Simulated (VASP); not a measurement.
Write the native input for VASP 6.6.1 that does the following.

| Quantity | Value |
| --- | --- |
| Task | single point |
| Functional | PBE |
| Potentials or basis | VASP PAW PBE potentials, release 64 (Sn_d) |
| Cutoff | 520 eV |
| k mesh | 15 × 15 × 8 |
| Occupations | fermi-dirac, width 0.08 eV |
| Spin | no spin polarisation |
| Dipole correction | no |
| Further INCAR settings | ALGO = Normal; EDIFF = 1e-06; NBANDS = 21 |

The structure of Sn lies in POSCAR:

```
Sn
1.0
    2.8552418286      0.0000000000      0.0000000000
   -1.4276209143      2.4727119576      0.0000000000
    0.0000000000      0.0000000000      4.6506700625
Sn
2
Direct
    0.3333333333      0.6666666667      0.2500000000
    0.6666666667      0.3333333333      0.7500000000
```

These files were run (other wordings do the same):

INCAR

```
SYSTEM = Sn
ALGO     = Normal         ! electronic algorithm
EDIFF    = 1E-6           ! SCF threshold, eV
ENCUT    = 520            ! plane-wave cutoff, eV
GGA      = PE             ! functional
ISIF     = 2              ! what is computed and relaxed
ISMEAR   = -1             ! smearing method
LASPH    = .True.         ! aspherical terms in the spheres
LCHARG   = .True.         ! write CHGCAR
LELF     = .True.         ! ELF
LREAL    = .False.        ! projectors in reciprocal space
LVHAR    = .True.       
LWAVE    = .False.        ! write WAVECAR
NBANDS   = 21             ! bands
NELM     = 80             ! most SCF steps
PREC     = Accurate       ! precision mode
SIGMA    = 0.08           ! smearing width, eV
```

KPOINTS

```
k-points
0
Gamma
  15 15 8
  0 0 0
```

Potentials or basis: VASP PAW PBE potentials, release 64 (Sn_d).

Command:

```sh
$ cat potpaw_PBE.64/Sn_d/POTCAR > POTCAR
$ mpirun -np 1 vasp_std > vasp.out
```

Results of the run:

```
Pressure               : 87.0 GPa
Band gap on the k mesh : zero (band 14 reaches 25.15 eV, above the bottom of band 15 at 12.18 eV)
```

Caveat: spin-orbit coupling is left out, which moves the levels of the heavy elements.

It took 58 s on 1 thread of Intel(R) Xeon(R) Platinum 8488C (Sapphire Rapids), with other jobs on the host, peak memory 0.2 GiB.
